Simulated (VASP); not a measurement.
# La (Im-3m) in VASP: a series of runs

Runs on La. Level: PBE. Tasks: single point.

Program: VASP 6.6.1. These are calculated values, not measurements. Logs are shortened: lines on timing, memory, paths and dates and some standing lists are left out, and cuts for length are marked.

## (1) The cell of the first run

It takes space group Im-3m (No. 229, cubic). Conventional cell: a = 4.142 Å, b = 4.142 Å, c = 4.142 Å, α = 90.00°, β = 90.00°, γ = 90.00°. La (site symmetry m-3m) has 14 La at 3.59 to 4.14 Å within 4.7 Å.

This isn't the form of La at room conditions, which is double hcp.

## (2) Single point, PBE

INCAR reads:

```
  ALGO = Normal
  EDIFF = 1E-6
  ENCUT = 520
  GGA = PE
  ISIF = 2
  ISMEAR = -1
  LASPH = True
  LCHARG = True
  LELF = True
  LREAL = False
  LVHAR = True
  LWAVE = False
  NBANDS = 12
  NELM = 100
  PREC = Accurate
  SIGMA = 0.06122561905347299
```

KPOINTS reads:

```
k-points
0
Gamma
  18 18 18
```

POSCAR reads:

```
La
1.0
   -2.0712438905      2.0712438905      2.0712438905
    2.0712438905     -2.0712438905      2.0712438905
    2.0712438905      2.0712438905     -2.0712438905
La
1
Direct
    0.0000000000      0.0000000000      0.0000000000
```

Potentials or basis: VASP PAW PBE potentials, release 64 (La).

The run is started by

```
$ cat potpaw_PBE.64/La/POTCAR > POTCAR
$ mpirun -np 1 vasp_std > vasp.out
```

OUTCAR:

```text
EDIFF = 1E-6
   ENCUT = 520
   GGA = PE
   ISIF = 2
   ISMEAR = -1
   LASPH = True
   LREAL = False
   NELM = 100
   PREC = Accurate

 ion  position               nearest neighbor table
   1  0.000  0.000  0.000-

  LATTYP: Found a body centered cubic cell.
 ALAT       =     4.1424877810

  Lattice vectors:

 A1 = (  -2.0712438905,   2.0712438905,   2.0712438905)
 A2 = (   2.0712438905,  -2.0712438905,   2.0712438905)
 A3 = (   2.0712438905,   2.0712438905,  -2.0712438905)

Analysis of symmetry for initial positions (statically):
=====================================================================
 Subroutine PRICEL returns:
 Original cell was already a primitive cell.

 Routine SETGRP: Setting up the symmetry group for a
 body centered cubic supercell.

 Subroutine GETGRP returns: Found 48 space group operations
 (whereof 48 operations were pure point group operations)
 out of a pool of 48 trial point group operations.

The static configuration has the point symmetry O_h .

Analysis of symmetry for dynamics (positions and initial velocities):
=====================================================================
 Subroutine PRICEL returns:
 Original cell was already a primitive cell.

 Routine SETGRP: Setting up the symmetry group for a
 body centered cubic supercell.

 Subroutine GETGRP returns: Found 48 space group operations
 (whereof 48 operations were pure point group operations)
 out of a pool of 48 trial point group operations.

The dynamic configuration has the point symmetry O_h .

 Subroutine INISYM returns: Found 48 space group operations
 (whereof 48 operations are pure point group operations),
 and found     1 'primitive' translations

----------------------------------------------------------------------------------------

                                     Primitive cell

  volume of cell :      35.5430

  direct lattice vectors                    reciprocal lattice vectors
    -2.071243890  2.071243890  2.071243890     0.000000000  0.241400833  0.241400833
     2.071243890 -2.071243890  2.071243890     0.241400833  0.000000000  0.241400833
     2.071243890  2.071243890 -2.071243890     0.241400833  0.241400833  0.000000000

  length of vectors
     3.587499653  3.587499653  3.587499653     0.341392332  0.341392332  0.341392332

  position of ions in fractional coordinates (direct lattice)
     0.000000000  0.000000000  0.000000000

  ion indices of the primitive-cell ions
   primitive index   ion index
                 1           1

----------------------------------------------------------------------------------------

 KPOINTS: k-points

Automatic generation of k-mesh.
 Grid dimensions read from file:
 generate k-points for:   18   18   18

 Generating k-lattice:

  Cartesian coordinates                     Fractional coordinates (reciprocal lattice)
     0.000000000  0.013411157  0.013411157     0.055555556  0.000000000  0.000000000
     0.013411157  0.000000000  0.013411157     0.000000000  0.055555556  0.000000000
     0.013411157  0.013411157  0.000000000     0.000000000  0.000000000  0.055555556

  Length of vectors
     0.018966241  0.018966241  0.018966241

  Shift w.r.t. Gamma in fractional coordinates (k-lattice)
     0.000000000  0.000000000  0.000000000

 Subroutine IBZKPT returns following result:
 ===========================================

 Found    195 irreducible k-points:

 Following reciprocal coordinates:
            Coordinates               Weight
  0.000000  0.000000  0.000000      1.000000
  0.055556  0.000000  0.000000     12.000000
  0.111111  0.000000  0.000000     12.000000
  0.166667  0.000000  0.000000     12.000000
  0.222222  0.000000  0.000000     12.000000
  0.277778  0.000000  0.000000     12.000000
[... 16 lines left out ...]
  0.333333  0.111111  0.000000     48.000000
  0.388889  0.111111  0.000000     48.000000
 [... further k-points ...]
   k-points           NKPTS =    195   k-points in BZ     NKDIM =    195   number of bands    NBANDS=     12
   number of dos      NEDOS =    301   number of ions     NIONS =      1
   total plane-waves  NPLWV =  21952
   dimension x,y,z NGX =    28 NGY =   28 NGZ =   28
   dimension x,y,z NGXF=    56 NGYF=   56 NGZF=   56
   ions per type =               1
   NGX,Y,Z   is equivalent  to a cutoff of  12.98, 12.98, 12.98 a.u.
   NGXF,Y,Z  is equivalent  to a cutoff of  25.95, 25.95, 25.95 a.u.
 SYSTEM =  unknown system
   PREC   = accura    normal or accurate (medium, high low for compatibility)
   ISTART =      0    job   : 0-new  1-cont  2-samecut
   ICHARG =      2    charge: 1-file 2-atom 10-const
   ISPIN  =      1    spin polarized calculation?
   LNONCOLLINEAR =      F non collinear calculations
   LSORBIT =      F    spin-orbit coupling
   LASPH  =      T    aspherical Exc in radial PAW
   ENCUT  =  520.0 eV  38.22 Ry    6.18 a.u.   6.67  6.67  6.67*2*pi/ulx,y,z
   NELM   =    100;   NELMIN=  2; NELMDL= -5     # of ELM steps
   EDIFF  = 0.1E-05   stopping-criterion for ELM
   LREAL  =      F    real-space projection
   EDIFFG = 0.1E-04   stopping-criterion for IOM
   NSW    =      0    number of steps for IOM
   IBRION =     -1    ionic relax: 0-MD 1-quasi-New 2-CG
   NFREE  =      0    steps in history (QN), initial steepest desc. (CG)
   ISIF   =      2    stress and relaxation
   ISYM   =      2    0-nonsym 1-usesym 2-fastsym
   POTIM  = 0.5000    time-step for ionic-motion
   TEBEG  =    0.0;   TEEND  =   0.0 temperature during run
   PSTRESS=    0.0 pullay stress
   NELECT =      11.0000    total number of electrons
   NUPDOWN=      -1.0000    fix difference up-down
   EMIN   =  10.00;   EMAX   =-10.00  energy-range for DOS
   EFERMI =   0.00;   METHOD = LEGACY
   ISMEAR =    -1;   SIGMA  =   0.06  broadening in eV -4-tet -1-fermi 0-gaus
   EFERMI_NEDOS =   21; number of points for ismear=-14 and -15
   IALGO  =     38    algorithm
   IMIX   =      4    mixing-type and parameters
     AMIX     =   0.40;   BMIX     =  1.00
     AMIX_MAG =   1.60;   BMIX_MAG =  1.00
  volume/ion in A,a.u.               =      35.54       239.86
  Fermi-wavevector in a.u.,A,eV,Ry     =   1.107357  2.092602 16.684014  1.226240
  Thomas-Fermi vector in A             =   2.243871
   LORBIT       =      0    0 simple, 1 ext, 2 COOP (PROOUT), +10 PAW based schemes
   GGA     = PE    functional components
   LHFCALC =     F    Hartree Fock is set to
   AEXX    =    0.0000 exact exchange contribution
   IVDW    =     0    specifies the selected vdW correction
   LEPSILON=     F    determine dielectric tensor
   LRPA    =     F    only Hartree local field effects (RPA)
 non-spin polarized calculation
  energy-cutoff  :      520.00
  volume of cell :       35.54
 maximum number of plane-waves:       976
   NGX = 13   NGY = 13   NGZ = 13

 number of electron      11.0000000 magnetization

 Free energy of the ion-electron system (eV)
  ---------------------------------------------------
  ext. energy  EPLUGINS =         0.00000000
  ---------------------------------------------------
  free energy    TOTEN  =        -4.76244996 eV

  energy without entropy =       -4.72551647  energy(sigma->0) =       -4.74398321

 E-fermi :   8.2776     XC(G=0):  -9.7409

 val. band max:        8.2766509235   @ k =  -0.3889  -0.4444   0.1111
 cond. band min:       8.2789890009   @ k =   0.2778   0.0556   0.0556
 fundamental gap:      0.0023380774
 Fermi energy:         8.2776499910

 k-point     1 :       0.0000    0.0000    0.0000
  band No.  band energies     occupation
      1     -24.5438      2.00000
      2      -7.4371      2.00000
      3      -7.4371      2.00000
      4      -7.4371      2.00000
      5       5.1494      2.00000
      6       9.8146      0.00000
      7       9.8146      0.00000
      8       9.8146      0.00000
      9       9.8600      0.00000
     10       9.8600      0.00000
     11       9.8600      0.00000
     12      10.6727      0.00000

 k-point     2 :       0.0556    0.0000    0.0000
  band No.  band energies     occupation
      1     -24.5365      2.00000
      2      -7.4914      2.00000
      3      -7.4527      2.00000
      4      -7.4378      2.00000
      5       5.2545      2.00000
      6       9.5955      0.00000
      7       9.5975      0.00000
      8       9.8554      0.00000
      9       9.8567      0.00000
     10      10.0340      0.00000
     11      10.0391      0.00000
     12      10.6741      0.00000

 k-point     3 :       0.1111    0.0000    0.0000
  band No.  band energies     occupation
      1     -24.5156      2.00000
      2      -7.6443      2.00000
      3      -7.4972      2.00000
      4      -7.4399      2.00000
      5       5.5495      2.00000
      6       9.3253      0.00000
      7       9.3270      0.00000
      8       9.8440      0.00000
      9       9.9557      0.00000
     10      10.1794      0.00000
     11      10.1958      0.00000
     12      10.6320      0.00000

 k-point     4 :       0.1667    0.0000    0.0000
  band No.  band energies     occupation
      1     -24.4834      2.00000
      2      -7.8699      2.00000
      3      -7.5644      2.00000
      4      -7.4431      2.00000
      5       5.9694      2.00000
      6       9.0472      0.00001
      7       9.0622      0.00001
      8       9.8315      0.00000
      9      10.0566      0.00000
     10      10.2648      0.00000
     11      10.3129      0.00000
     12      10.6022      0.00000

 k-point     5 :       0.2222    0.0000    0.0000
  band No.  band energies     occupation
      1     -24.4434      2.00000
      2      -8.1338      2.00000
      3      -7.6451      2.00000
      4      -7.4472      2.00000
      5       6.3875      2.00000
      6       8.7758      0.00059
      7       8.9184      0.00006
      8       9.8244      0.00000
      9      10.1304      0.00000
     10      10.3015      0.00000
     11      10.3974      0.00000
     12      10.5834      0.00000
[... 228 lines left out ...]
      1     -24.3871      2.00000
      2      -8.4328      2.00000
      3      -7.7528      2.00000
      4      -7.5146      2.00000
      5       6.9038      2.00000
      6       8.4693      0.08370
      7       8.8343      0.00023
      8       9.8669      0.00000
      9      10.2124      0.00000
     10      10.3254      0.00000
     11      10.4211      0.00000
     12      10.6101      0.00000

 k-point    22 :       0.2778    0.1111    0.0000
  band No.  band energies     occupation
      1     -24.3484      2.00000
      2      -8.6372      2.00000
      3      -7.8472      2.00000
      4      -7.5220      2.00000
      5       6.9276      2.00000
      6       8.3272      0.61632
      7       9.1412      0.00000
      8       9.9075      0.00000
      9      10.2242      0.00000
     10      10.3562      0.00000
     11      10.4661      0.00000
     12      10.6170      0.00000

 k-point    23 :       0.3333    0.1111    0.0000
  band No.  band energies     occupation
      1     -24.3165      2.00000
      2      -8.7986      2.00000
      3      -7.9239      2.00000
      4      -7.5274      2.00000
      5       6.8307      2.00000
      6       8.2159      1.46538
      7       9.5098      0.00000
      8       9.9407      0.00000
      9      10.2286      0.00000
     10      10.4230      0.00000
     11      10.5046      0.00000
     12      10.6213      0.00000

 k-point    24 :       0.3889    0.1111    0.0000
  band No.  band energies     occupation
      1     -24.2956      2.00000
      2      -8.9017      2.00000
      3      -7.9734      2.00000
      4      -7.5309      2.00000
      5       6.7384      2.00000
      6       8.1458      1.79195
      7       9.7526      0.00000
      8       9.9352      0.00000
      9      10.2375      0.00000
     10      10.4959      0.00000
     11      10.5325      0.00000
     12      10.6219      0.00000

 [... further k-points ...]

------------------------ aborting loop because EDIFF is reached ----------------------------------------

  FORCE on cell =-STRESS in cart. coord.  units (eV):
  Direction    XX          YY          ZZ          XY          YZ          ZX
  --------------------------------------------------------------------------------------
  -------------------------------------------------------------------------------------
  Total        0.3958272      0.3958272      0.3958272     -0.0000000      0.0000000     -0.0000000
  in kB       17.8427783     17.8427783     17.8427783     -0.0000000      0.0000000     -0.0000000
  external PRESSURE =      17.8427783 kB  Pullay stress =       0.0000000 kB

 VOLUME and BASIS-vectors are now :
 -----------------------------------------------------------------------------
  energy-cutoff  :      520.00
  volume of cell :       35.54
      direct lattice vectors                 reciprocal lattice vectors
    -2.071243890  2.071243890  2.071243890     0.000000000  0.241400833  0.241400833
     2.071243890 -2.071243890  2.071243890     0.241400833  0.000000000  0.241400833
     2.071243890  2.071243890 -2.071243890     0.241400833  0.241400833  0.000000000

 POSITION                                       TOTAL-FORCE (eV/Angst)
 -----------------------------------------------------------------------------------
      0.00000      0.00000      0.00000        -0.000000     -0.000000     -0.000000
 -----------------------------------------------------------------------------------
    total drift:                                0.000000     -0.000000     -0.000000

  FREE ENERGIE OF THE ION-ELECTRON SYSTEM (eV)
  ---------------------------------------------------
  free  energy   TOTEN  =        -4.7624499597 eV

  energy  without entropy=       -4.7255164655  energy(sigma->0) =       -4.74398321
```

Run time: 40 s. Hardware: 1 thread of Intel Xeon 6975P-C (Granite Rapids), shared host; peak memory 0.24 GiB.

Results:

```
Free energy            : -4.7624 eV
Pressure               : 1.8 GPa
Band gap on the k mesh : zero (an odd number of electrons rules out a gap without spin polarisation)
```

Caveat: spin-orbit coupling is left out, which moves the levels of the heavy elements.

## (3) Single point, PBE

INCAR reads:

```
SYSTEM = La
PREC     = Accurate       ! precision mode
ENCUT    = 520            ! plane-wave cutoff, eV
EDIFF    = 1E-6           ! SCF threshold, eV
ISMEAR   = -1             ! smearing method
SIGMA    = 0.06122561905347299 ! smearing width, eV
LREAL    = .False.        ! projectors in reciprocal space
LASPH    = .True.         ! aspherical terms in the spheres
NELM     = 100            ! most SCF steps
ALGO     = Normal         ! electronic algorithm
ISIF     = 2              ! what is computed and relaxed
LWAVE    = .False.        ! write WAVECAR
LCHARG   = .False.        ! write CHGCAR
GGA      = PE             ! functional
NBANDS   = 12             ! bands
```

KPOINTS reads:

```
Automatic mesh
0
Gamma
  18 18 18
  0 0 0
```

POSCAR is that of step 2.

Potentials or basis: VASP PAW PBE potentials, release 64 (La).

The run is started by

```
$ cat potpaw_PBE.64/La/POTCAR > POTCAR
$ mpirun -np 1 vasp_std > vasp.out
```

It took 38 s on 1 thread of Intel Xeon 6975P-C (Granite Rapids), shared host; peak memory 0.24 GiB.

The run converged. Its results:

| Quantity | Value |
| --- | --- |
| Free energy | -4.7624 eV |
| Pressure | 1.8 GPa |
| Band gap on the k mesh | zero (an odd number of electrons rules out a gap without spin polarisation) |

Levels at points of the mesh, in eV from the Fermi level:
```tsv
k point	band 2	band 3	band 4	band 5	band 6	band 7	band 8	band 9	band 10	band 11
(0.00, 0.00, 0.00)	-15.71	-15.71	-15.71	-3.13	1.54	1.54	1.54	1.58	1.58	1.58
(0.50, 0.00, 0.00)	-17.27	-16.20	-15.74	-1.86	-0.23	1.59	1.70	1.97	2.26	2.27
(0.50, 0.50, 0.50)	-16.76	-16.76	-16.76	-2.01	-2.01	1.75	1.93	1.93	1.93	2.47
```

Caveat: spin-orbit coupling is left out, which moves the levels of the heavy elements.
